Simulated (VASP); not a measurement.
# Li (Cmcm) in VASP: a series of runs

Li is run at these levels: PBE+D3(BJ); tasks: single point.

Everything below comes from runs of VASP 6.6.1. Logs are shortened: lines on timing, memory, paths and dates and some standing lists are left out, and cuts for length are marked.

## Step 1: The cell of the first run

Symmetry: Cmcm, No. 63, orthorhombic system. The conventional cell has a = 4.177 Å, b = 4.177 Å, c = 4.177 Å, α = 90.00°, β = 90.00°, γ = 90.00°. Within 3.3 Å of Li (site symmetry m2m) lie 10 Li at 2.52 to 3.03 Å.

## Step 2: Single point, PBE+D3(BJ) (atoms displaced along a vibrational mode)

The input, INCAR:

```
PREC = Accurate ; ENCUT = 520
EDIFF = 1E-6 ; ISMEAR = 0
SIGMA = 0.15 ; LREAL = F
LASPH = T ; NELM = 80
ALGO = Fast ; ISIF = 2
LWAVE = F ; LCHARG = F
GGA = PE ; IVDW = 12
NBANDS = 10
```

The input, KPOINTS:

```
regular mesh
0
Gamma
  16 16 12
```

The input, POSCAR:

```
Li
1.0
    0.0000000000     -2.0886081792     -2.0886081792
    0.0000000000      2.0886081792     -2.0886081792
    4.1772163584      0.0000000000      0.0000000000
Li
2
Direct
    0.5813939166      0.4186060834      0.5000000000
   -0.0813939166      0.0813939166      0.0000000000
```

Potentials or basis: VASP PAW PBE potentials, release 64 (Li_sv).

On the command line:

```
cat potpaw_PBE.64/Li_sv/POTCAR > POTCAR
mpirun -np 1 vasp_std > vasp.out
```

OUTCAR:

```text
PREC = Accurate
   ENCUT = 520
   EDIFF = 1E-6
   ISMEAR = 0
   LREAL = F
   LASPH = T
   NELM = 80
   ISIF = 2
   GGA = PE
   IVDW = 12
 IVDW          = 12

 ion  position               nearest neighbor table
   1  0.581  0.419  0.500-   2 2.52   2 2.52
   2  0.919  0.081  0.000-   1 2.52   1 2.52

  LATTYP: Found a simple tetragonal cell.
 ALAT       =     2.9537380135
 C/A-ratio  =     1.4142135624

  Lattice vectors:

 A1 = (   0.0000000000,  -2.0886081792,  -2.0886081792)
 A2 = (   0.0000000000,   2.0886081792,  -2.0886081792)
 A3 = (   4.1772163584,   0.0000000000,   0.0000000000)

Analysis of symmetry for initial positions (statically):
=====================================================================
 Subroutine PRICEL returns:
 Original cell was already a primitive cell.

 Routine SETGRP: Setting up the symmetry group for a
 simple tetragonal supercell.

 Subroutine GETGRP returns: Found  8 space group operations
 (whereof  4 operations were pure point group operations)
 out of a pool of 16 trial point group operations.

The static configuration has the point symmetry C_2v.
 The point group associated with its full space group is D_2h.

Analysis of symmetry for dynamics (positions and initial velocities):
=====================================================================
 Subroutine PRICEL returns:
 Original cell was already a primitive cell.

 Routine SETGRP: Setting up the symmetry group for a
 simple tetragonal supercell.

 Subroutine GETGRP returns: Found  8 space group operations
 (whereof  4 operations were pure point group operations)
 out of a pool of 16 trial point group operations.

The dynamic configuration has the point symmetry C_2v.
 The point group associated with its full space group is D_2h.

 Subroutine INISYM returns: Found  8 space group operations
 (whereof  4 operations are pure point group operations),
 and found     1 'primitive' translations

----------------------------------------------------------------------------------------

                                     Primitive cell

  volume of cell :      36.4444

  direct lattice vectors                    reciprocal lattice vectors
     0.000000000 -2.088608179 -2.088608179     0.000000000 -0.239393872 -0.239393872
     0.000000000  2.088608179 -2.088608179     0.000000000  0.239393872 -0.239393872
     4.177216358  0.000000000  0.000000000     0.239393872  0.000000000  0.000000000

  length of vectors
     2.953738014  2.953738014  4.177216358     0.338554061  0.338554061  0.239393872

  position of ions in fractional coordinates (direct lattice)
     0.581393917  0.418606083  0.500000000
     0.918606083  0.081393917  0.000000000

  ion indices of the primitive-cell ions
   primitive index   ion index
                 1           1
                 2           2

----------------------------------------------------------------------------------------

 KPOINTS: regular mesh

Automatic generation of k-mesh.
 Grid dimensions read from file:
 generate k-points for:   16   16   12

 Generating k-lattice:

  Cartesian coordinates                     Fractional coordinates (reciprocal lattice)
     0.000000000 -0.014962117 -0.014962117     0.062500000  0.000000000  0.000000000
     0.000000000  0.014962117 -0.014962117     0.000000000  0.062500000  0.000000000
     0.019949489  0.000000000  0.000000000     0.000000000  0.000000000  0.083333333

  Length of vectors
     0.021159629  0.021159629  0.019949489

  Shift w.r.t. Gamma in fractional coordinates (k-lattice)
     0.000000000  0.000000000  0.000000000

 Subroutine IBZKPT returns following result:
 ===========================================

 Found    511 irreducible k-points:

 Following reciprocal coordinates:
            Coordinates               Weight
  0.000000  0.000000  0.000000      1.000000
  0.062500  0.000000  0.000000      4.000000
  0.125000  0.000000  0.000000      4.000000
  0.187500  0.000000  0.000000      4.000000
  0.250000  0.000000  0.000000      4.000000
  0.312500  0.000000  0.000000      4.000000
[... 16 lines left out ...]
 -0.062500  0.437500  0.000000      4.000000
  0.500000  0.062500  0.000000      4.000000
 [... further k-points ...]
   k-points           NKPTS =    511   k-points in BZ     NKDIM =    511   number of bands    NBANDS=     10
   number of dos      NEDOS =    301   number of ions     NIONS =      2
   total plane-waves  NPLWV =  18432
   dimension x,y,z NGX =    24 NGY =   24 NGZ =   32
   dimension x,y,z NGXF=    48 NGYF=   48 NGZF=   64
   ions per type =               2
   NGX,Y,Z   is equivalent  to a cutoff of  13.51, 13.51, 12.74 a.u.
   NGXF,Y,Z  is equivalent  to a cutoff of  27.02, 27.02, 25.47 a.u.
 SYSTEM =  unknown system
   PREC   = accura    normal or accurate (medium, high low for compatibility)
   ISTART =      0    job   : 0-new  1-cont  2-samecut
   ICHARG =      2    charge: 1-file 2-atom 10-const
   ISPIN  =      1    spin polarized calculation?
   LNONCOLLINEAR =      F non collinear calculations
   LSORBIT =      F    spin-orbit coupling
   LASPH  =      T    aspherical Exc in radial PAW
   ENCUT  =  520.0 eV  38.22 Ry    6.18 a.u.   5.49  5.49  7.77*2*pi/ulx,y,z
   NELM   =     80;   NELMIN=  2; NELMDL= -5     # of ELM steps
   EDIFF  = 0.1E-05   stopping-criterion for ELM
   LREAL  =      F    real-space projection
   EDIFFG = 0.1E-04   stopping-criterion for IOM
   NSW    =      0    number of steps for IOM
   IBRION =     -1    ionic relax: 0-MD 1-quasi-New 2-CG
   NFREE  =      0    steps in history (QN), initial steepest desc. (CG)
   ISIF   =      2    stress and relaxation
   ISYM   =      2    0-nonsym 1-usesym 2-fastsym
   POTIM  = 0.5000    time-step for ionic-motion
   TEBEG  =    0.0;   TEEND  =   0.0 temperature during run
   PSTRESS=    0.0 pullay stress
   NELECT =       6.0000    total number of electrons
   NUPDOWN=      -1.0000    fix difference up-down
   EMIN   =  10.00;   EMAX   =-10.00  energy-range for DOS
   EFERMI =   0.00;   METHOD = LEGACY
   ISMEAR =     0;   SIGMA  =   0.15  broadening in eV -4-tet -1-fermi 0-gaus
   EFERMI_NEDOS =   21; number of points for ismear=-14 and -15
   IALGO  =     68    algorithm
   IMIX   =      4    mixing-type and parameters
     AMIX     =   0.40;   BMIX     =  1.00
     AMIX_MAG =   1.60;   BMIX_MAG =  1.00
  volume/ion in A,a.u.               =      18.22       122.97
  Fermi-wavevector in a.u.,A,eV,Ry     =   0.897253  1.695562 10.953548  0.805063
  Thomas-Fermi vector in A             =   2.019814
   LORBIT       =      0    0 simple, 1 ext, 2 COOP (PROOUT), +10 PAW based schemes
   GGA     = PE    functional components
   LHFCALC =     F    Hartree Fock is set to
   AEXX    =    0.0000 exact exchange contribution
   IVDW    =    12    specifies the selected vdW correction
   LEPSILON=     F    determine dielectric tensor
   LRPA    =     F    only Hartree local field effects (RPA)
 non-spin polarized calculation
 RMM-DIIS sequential band-by-band and
 Gauss-broadening in eV      SIGMA  =   0.15
  energy-cutoff  :      520.00
  volume of cell :       36.44
 maximum number of plane-waves:      1008
 NGX is ok and might be reduce to    24
   NGX = 11   NGY = 11   NGZ = 15

 number of electron       5.9999988 magnetization

 Free energy of the ion-electron system (eV)
  ---------------------------------------------------
  ext. energy  EPLUGINS =         0.00000000
  ---------------------------------------------------
  free energy    TOTEN  =        -3.61046398 eV

  energy without entropy =       -3.60037592  energy(sigma->0) =       -3.60541995

 E-fermi :   0.9902     XC(G=0):  -7.3069

 val. band max:        0.9818875419   @ k =   0.1250   0.0625   0.2500
 cond. band min:       0.9926097482   @ k =   0.4375   0.1875   0.4167
 fundamental gap:      0.0107222063
 Fermi energy:         0.9901507883

 k-point     1 :       0.0000    0.0000    0.0000
  band No.  band energies     occupation
      1     -45.6018      2.00000
      2     -45.5411      2.00000
      3      -2.7368      2.00000
      4       2.4087      0.00000
      5       6.0964      0.00000
      6      10.3827      0.00000
      7      10.5441      0.00000
      8      11.4119      0.00000
      9      13.4615      0.00000
     10      17.0127      0.00000

 k-point     2 :       0.0625    0.0000    0.0000
  band No.  band energies     occupation
      1     -45.6012      2.00000
      2     -45.5411      2.00000
      3      -2.6889      2.00000
      4       2.4734      0.00000
      5       6.0576      0.00000
      6       9.4943      0.00000
      7      10.5277      0.00000
      8      12.2828      0.00000
      9      13.5781      0.00000
     10      16.4066      0.00000

 k-point     3 :       0.1250    0.0000    0.0000
  band No.  band energies     occupation
      1     -45.5994      2.00000
      2     -45.5408      2.00000
      3      -2.5451      2.00000
      4       2.6671      0.00000
      5       5.8533      0.00000
      6       8.4250      0.00000
      7      10.6795      0.00000
      8      12.8929      0.00000
      9      13.9658      0.00000
     10      15.0952      0.00000

 k-point     4 :       0.1875    0.0000    0.0000
  band No.  band energies     occupation
      1     -45.5967      2.00000
      2     -45.5405      2.00000
      3      -2.3058      2.00000
      4       2.9885      0.00000
      5       5.2602      0.00000
      6       7.8643      0.00000
      7      10.9195      0.00000
      8      12.9347      0.00000
      9      13.5554      0.00000
     10      14.1201      0.00000

 k-point     5 :       0.2500    0.0000    0.0000
  band No.  band energies     occupation
      1     -45.5934      2.00000
      2     -45.5403      2.00000
      3      -1.9713      2.00000
      4       3.4346      0.00000
      5       4.3177      0.00000
      6       7.8147      0.00000
      7      11.1954      0.00000
      8      12.0290      0.00000
      9      12.6836      0.00000
     10      14.1251      0.00000

 k-point     6 :       0.3125    0.0000    0.0000
  band No.  band energies     occupation
      1     -45.5901      2.00000
      2     -45.5401      2.00000
      3      -1.5433      2.00000
      4       3.2853      0.00000
      5       3.9986      0.00000
      6       8.0214      0.00000
      7      10.5967      0.00000
      8      11.3135      0.00000
      9      12.4795      0.00000
     10      14.2103      0.00000
[... 183 lines left out ...]
 k-point    21 :      -0.0625    0.3750    0.0000
  band No.  band energies     occupation
      1     -45.5866      2.00000
      2     -45.5400      2.00000
      3      -0.9724      2.00000
      4       2.3404      0.00000
      5       4.7272      0.00000
      6       8.1462      0.00000
      7       9.3579      0.00000
      8      11.3078      0.00000
      9      12.1856      0.00000
     10      14.1117      0.00000

 k-point    22 :       0.4375    0.0625    0.0000
  band No.  band energies     occupation
      1     -45.5847      2.00000
      2     -45.5399      2.00000
      3      -0.4075      2.00000
      4       1.4917      0.00000
      5       5.4176      0.00000
      6       8.2952      0.00000
      7       8.7125      0.00000
      8      10.0907      0.00000
      9      13.2049      0.00000
     10      14.2381      0.00000

 k-point    23 :      -0.0625    0.4375    0.0000
  band No.  band energies     occupation
      1     -45.5846      2.00000
      2     -45.5399      2.00000
      3      -0.3994      2.00000
      4       1.4771      0.00000
      5       5.4209      0.00000
      6       8.2873      0.00000
      7       8.5108      0.00000
      8      10.6865      0.00000
      9      12.7874      0.00000
     10      13.9035      0.00000

 k-point    24 :       0.5000    0.0625    0.0000
  band No.  band energies     occupation
      1     -45.5839      2.00000
      2     -45.5399      2.00000
      3      -0.0213      2.00000
      4       1.0033      0.90120
      5       5.8159      0.00000
      6       7.7674      0.00000
      7       8.7687      0.00000
      8      10.2248      0.00000
      9      13.3055      0.00000
     10      13.7513      0.00000

 [... further k-points ...]

------------------------ aborting loop because EDIFF is reached ----------------------------------------

 Edisp (eV)   -0.37804

 E8    (eV) :    -0.1578

  FORCE on cell =-STRESS in cart. coord.  units (eV):
  Direction    XX          YY          ZZ          XY          YZ          ZX
  --------------------------------------------------------------------------------------
  -------------------------------------------------------------------------------------
  Total       0.83301    -0.20934    -0.46089     0.00000     0.00000     0.00000
  in kB      36.62092    -9.20323   -20.26176     0.00000     0.00000     0.00000
  external pressure =        2.39 kB  Pullay stress =        0.00 kB

 VOLUME and BASIS-vectors are now :
 -----------------------------------------------------------------------------
  energy-cutoff  :      520.00
  volume of cell :       36.44
      direct lattice vectors                 reciprocal lattice vectors
     0.000000000 -2.088608179 -2.088608179     0.000000000 -0.239393872 -0.239393872
     0.000000000  2.088608179 -2.088608179     0.000000000  0.239393872 -0.239393872
     4.177216358  0.000000000  0.000000000     0.239393872  0.000000000  0.000000000

 POSITION                                       TOTAL-FORCE (eV/Angst)
 -----------------------------------------------------------------------------------
      2.08861     -0.34000     -2.08861         0.000000      0.522995      0.000000
      0.00000     -1.74861     -2.08861         0.000000     -0.522995      0.000000
 -----------------------------------------------------------------------------------
    total drift:                               -0.000000      0.000000     -0.000000

  FREE ENERGIE OF THE ION-ELECTRON SYSTEM (eV)
  ---------------------------------------------------
  free  energy   TOTEN  =        -3.9885016647 eV

  energy  without entropy=       -3.9784136077  energy(sigma->0) =       -3.98345764
```

Wall time 3.7 min (1 thread of Intel Xeon 8259CL, shared host); peak memory 0.26 GiB.

What came out:

```
Free energy                : -3.9885 eV
Largest force              : 0.523 eV/Å
Band gap on the k mesh     : zero (bands 3 and 4 overlap by 5.31 eV)
Dispersion energy per atom : -0.189 eV
```

Forces in eV/Å, atoms in the order of the input:
```
Li   0.000  0.523  0.000
Li   0.000 -0.523  0.000
```

Levels at points of the mesh, in eV from the Fermi level:
```
           k point  band 1  band 2  band 3  band 4  band 5  band 6  band 7
(0.00, 0.00, 0.00)  -46.59  -46.53   -3.73    1.42    5.11    9.39    9.55
(0.50, 0.00, 0.00)  -46.57  -46.53   -1.07   -0.03    4.76    6.71    7.80
(0.50, 0.50, 0.00)  -46.56  -46.53    1.53    2.09    3.72    5.12    7.84
(0.00, 0.00, 0.50)  -46.56  -46.56   -2.17   -2.17   10.50   10.50   11.05
(0.50, 0.00, 0.50)  -46.55  -46.55   -0.04   -0.04    3.01    3.01   13.24
(0.50, 0.50, 0.50)  -46.54  -46.54    3.13    3.13    3.64    3.64    5.43
```

Caveat: the cell differs from its parent crystal (atoms displaced along a vibrational mode); the cutoff is under 1.25 times the usual one of these potentials, so pressure, stress and relaxed cells hold a basis-set (Pulay) error.

## Step 3: Single point, PBE+D3(BJ) (atoms displaced along a vibrational mode)

The input, INCAR:

```
SYSTEM = Li
PREC = Accurate
ENCUT = 520
EDIFF = 1E-6
ISMEAR = 0
SIGMA = 0.15
LREAL = .False.
LASPH = .True.
NELM = 60
ALGO = Fast
ISIF = 2
LWAVE = .False.
LCHARG = .False.
GGA = PE
IVDW = 12
NBANDS = 10
```

The input, KPOINTS:

```
Automatic mesh
0
Gamma
  16 16 12
  0 0 0
```

The input, POSCAR:

```
Li
1.0
    0.0000000000     -2.0886081792     -2.0886081792
    0.0000000000      2.0886081792     -2.0886081792
    4.1772163584      0.0000000000      0.0000000000
Li
2
Direct
    0.5406969583      0.4593030417      0.5000000000
   -0.0406969583      0.0406969583      0.0000000000
```

Potentials or basis: VASP PAW PBE potentials, release 64 (Li_sv).

On the command line:

```
cat potpaw_PBE.64/Li_sv/POTCAR > POTCAR
mpirun -np 1 vasp_std > vasp.out
```

Run time: 4 min. Hardware: 1 thread of Intel Xeon 8259CL, shared host; peak memory 0.26 GiB.

The run converged. Its results:

```
Free energy                : -4.1264 eV
Largest force              : 0.279 eV/Å
Band gap on the k mesh     : zero (bands 3 and 4 overlap by 5.62 eV)
Dispersion energy per atom : -0.188 eV
```

Forces in eV/Å, atoms in the order of the input:
```
Li   0.000  0.279  0.000
Li   0.000 -0.279  0.000
```

Levels at points of the mesh, in eV from the Fermi level:
```
           k point  band 1  band 2  band 3  band 4  band 5  band 6  band 7  band 8
(0.00, 0.00, 0.00)  -46.41  -46.36   -3.70    1.57    5.11    9.15    9.18   11.07
(0.50, 0.00, 0.00)  -46.38  -46.37   -0.81   -0.30    5.32    6.30    8.44    9.27
(0.50, 0.50, 0.00)  -46.37  -46.36    1.60    1.74    4.66    5.11    8.68    9.05
(0.00, 0.00, 0.50)  -46.39  -46.39   -2.13   -2.13   10.89   10.89   11.08   11.08
(0.50, 0.00, 0.50)  -46.38  -46.38   -0.05   -0.05    3.23    3.23   13.51   13.51
(0.50, 0.50, 0.50)  -46.37  -46.37    3.49    3.49    3.71    3.71    4.95    4.95
```

Caveat: the cell differs from its parent crystal (atoms displaced along a vibrational mode); the cutoff is under 1.25 times the usual one of these potentials, so pressure, stress and relaxed cells hold a basis-set (Pulay) error.
